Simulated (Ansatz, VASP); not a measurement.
# Be: VASP beside Ansatz

Contents of INCAR:

```
SYSTEM = Be
  PREC = Accurate
  ENCUT = 520
  EDIFF = 1E-6
  ISMEAR = -1
  SIGMA = 0.1
  LREAL = .False.
  LASPH = .True.
  NELM = 100
  ALGO = Normal
  ISIF = 2
  LWAVE = .False.
  LCHARG = .False.
  GGA = PS
  NBANDS = 10
```

KPOINTS

```
Automatic mesh
0
Gamma
  12 12 16
  0 0 0
```

The input POSCAR:

```
Be
1.0
    3.5608267865      0.0000000000      0.0000000000
   -1.7804133932      3.0837664556      0.0000000000
    0.0000000000      0.0000000000      2.1833950715
Be
3
Direct
    1.0000000000      1.0000000000      1.0000000000
    0.3333333333      0.6666666667      0.5000000000
    0.6666666667      0.3333333333      0.5000000000
```

Input for Ansatz:

```yaml
crystal:
  lattice:
    - [3.5608267865, 0.0, 0.0]
    - [-1.7804133932, 3.0837664556, 0.0]
    - [0.0, 0.0, 2.1833950715]
  atoms:
    - { symbol: Be, position: [1.0, 1.0, 1.0] }
    - { symbol: Be, position: [0.3333333333, 0.6666666667, 0.5] }
    - { symbol: Be, position: [0.6666666667, 0.3333333333, 0.5] }
hamiltonian:
  xc: pbesol
  pseudopotentials:
    kind: paw
    azcp:
      Be: "pseudopotentials/Be.paw.azcp"
basis:
  ecutwfc: 420
  fft_grid_basis: typed
kpoints:
  mp_grid: { grid: [12, 12, 16], shift: [0, 0, 0] }
magnetization:
  spin_polarized: false
scf:
  occupations: { method: fermi_dirac, width: 0.1 }
  lower_state_search: "off"
output:
  stress: true
```

Alike in both runs: task single point; functional PBEsol; k mesh 12 × 12 × 16; occupations fermi-dirac, width 0.1 eV; no spin polarisation.

```csv
,VASP,Ansatz
version,VASP 6.6.1,Ansatz 0.2.0
potentials or method,"VASP PAW PBE potentials, release 64 (Be), cutoff 520 eV","plane waves (420 eV) with PAW, scalar-relativistic"
valence electrons in the cell,6,6
```

Ansatz gave:

| Item | Value |
| --- | --- |
| pressure (GPa) | 0.0 |
| traceless stress, the component that is largest in VASP (GPa) | 0.34 |

Problem. Which values does VASP return?

Solution. Pressure (GPa): 0.4; traceless stress, the component that is largest in VASP (GPa): 0.27.

VASP's potentials were made for PBE, not for PBEsol, and Ansatz warns of the same on its side.
